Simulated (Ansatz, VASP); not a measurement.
ZrBr in VASP and in Ansatz

```
Zr Br
1.0
     1.71652    0.99103    9.35700
    -1.71652    0.99103    9.35700
     0.00000   -1.98207    9.35700
Zr Br
2 2
Direct
  0.20920 0.20920 0.20920
  0.79080 0.79080 0.79080
  0.39170 0.39170 0.39170
  0.60830 0.60830 0.60830
```

Change from the starting cell: equal xx and yy strain of -2 %.

Alike in both runs: task single point; functional LDA; k mesh 10 × 10 × 10; occupations fermi-dirac, width 0.02 eV; no spin polarisation.

|  | VASP | Ansatz |
| --- | --- | --- |
| version | VASP 6.6.1 | Ansatz 0.2.0 |
| potentials or method | VASP PAW LDA potentials, release 64 (Zr_sv, Br), cutoff 520 eV | all-electron LAPW, scalar-relativistic |

Ansatz gave:

```
pressure (GPa)                                                : -0.2
traceless stress, the component that is largest in VASP (GPa) : -0.78
rms of the force components (eV/Å)                            : 0.178
```

Task: Estimate VASP's values.

Result: Pressure (GPa): 0.0; traceless stress, the component that is largest in VASP (GPa): -0.76; rms of the force components (eV/Å): 0.183.

LDA's correlation is that of Perdew and Zunger in VASP and of Perdew and Wang (1992) in Ansatz. Atom by atom the forces differ by 0.009 eV/Å (rms over components). Ansatz ran all-electron here, and VASP with PAW potentials.
